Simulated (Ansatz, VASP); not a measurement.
AlP in VASP and in Ansatz

File INCAR:

```
PREC = Accurate
ENCUT = 500
EDIFF = 1E-6
ISMEAR = 0
SIGMA = 0.01
LREAL = F
LASPH = T
NELM = 120
ALGO = Normal
ISIF = 2
LWAVE = F
LCHARG = F
GGA = CA
NBANDS = 11
GGA_COMPAT = F
```

Contents of KPOINTS:

```
Automatic mesh
0
Gamma
  8 8 8
```

File POSCAR:

```
AlP
1.0
    0.0000000000      2.7033413086      2.7033413086
    2.7033413086      0.0000000000      2.7033413086
    2.7033413086      2.7033413086      0.0000000000
Al P
1 1
Direct
    0.0000000000      0.0000000000      0.0000000000
    0.7500000000      0.7500000000      0.7500000000
```

Input for Ansatz:

```yaml
crystal:
  lattice:
    - [0.0, 2.70334130855, 2.70334130855]
    - [2.70334130855, 0.0, 2.70334130855]
    - [2.70334130855, 2.70334130855, 0.0]
  atoms:
    - { symbol: Al, position: [0.0, 0.0, 0.0] }
    - { symbol: P, position: [0.75, 0.75, 0.75] }
kpoints:
  mp_grid: { grid: [8, 8, 8] }
scf:
  occupations: { method: fixed }
  convergence: { dr2_threshold: 1.0e-10 }
hamiltonian:
  xc: lda
  pseudopotentials: { kind: paw }
output:
  forces: true
  stress: true
  eigenstates:
    kpoints:
      - [0.0, 0.0, 0.0]
      - [0.0, -0.5, -0.5]
      - [-0.5, 0.0, -0.5]
      - [-0.5, -0.5, 0.0]
      - [0.0, 0.5, 0.0]
      - [0.5, 0.0, 0.0]
      - [0.0, 0.0, 0.5]
      - [0.5, 0.5, 0.5]
  eigenvalues: true
```

Alike in both runs: task single point; functional LDA; k mesh 8 × 8 × 8; no spin polarisation.

|  | VASP | Ansatz |
| --- | --- | --- |
| version | VASP 6.6.1 | Ansatz 0.2.0 |
| potentials or method | VASP PAW LDA potentials, release 64 (Al, P) | PAW with Ansatz's default frozen-core files, scalar-relativistic |
| plane-wave cutoff (eV) | 500 | 420 |
| occupations | gaussian, width 0.01 eV | fixed |
| valence electrons in the cell | 8 | 8 |

Ansatz gave:

```
gap on the k mesh at the Fermi level (eV) : 1.39
pressure (GPa)                            : 1.4
```

**Question.** What did VASP give for the same quantities?

**Answer.** gap on the k mesh at the Fermi level (eV): 1.38; pressure (GPa): 1.5.

LDA's correlation is that of Perdew and Zunger in VASP and of Perdew and Wang (1992) in Ansatz.
